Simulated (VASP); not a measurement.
A run of VASP 6.6.1 is set up as follows.

The input INCAR:

```
SYSTEM = SbPb
ALGO = Normal
EDIFF = 1E-6
ENCUT = 520
GGA = PS
ISIF = 2
ISMEAR = 1
LASPH = .TRUE.
LCHARG = .TRUE.
LELF = .TRUE.
LREAL = .FALSE.
LVHAR = .TRUE.
LWAVE = .FALSE.
NBANDS = 16
NELM = 100
PREC = Accurate
SIGMA = 0.1
```

File KPOINTS:

```
k-points
0
G
  4 4 4
  0 0 0
```

Contents of POSCAR:

```
SbPb
1.0
    0.0000000000      3.1612400000      3.1612400000
    3.1612400000      0.0000000000      3.1612400000
    3.1612400000      3.1612400000      0.0000000000
Sb Pb
1 1
Direct
    0.5000000000      0.5000000000      0.5000000000
    0.0000000000      0.0000000000      0.0000000000
```

Potentials or basis: VASP PAW PBE potentials, release 64 (Sb, Pb_d).

Run with:

```console
$ cat potpaw_PBE.64/Sb/POTCAR potpaw_PBE.64/Pb_d/POTCAR > POTCAR
$ mpirun -np 1 vasp_std > vasp.out
```

Task: Estimate the pressure.

Result: -1.8 GPa.

Caveat: the k points lie up to 0.43 Å⁻¹ apart; the PAW data sets were made with another functional, which shifts forces and pressure a little.
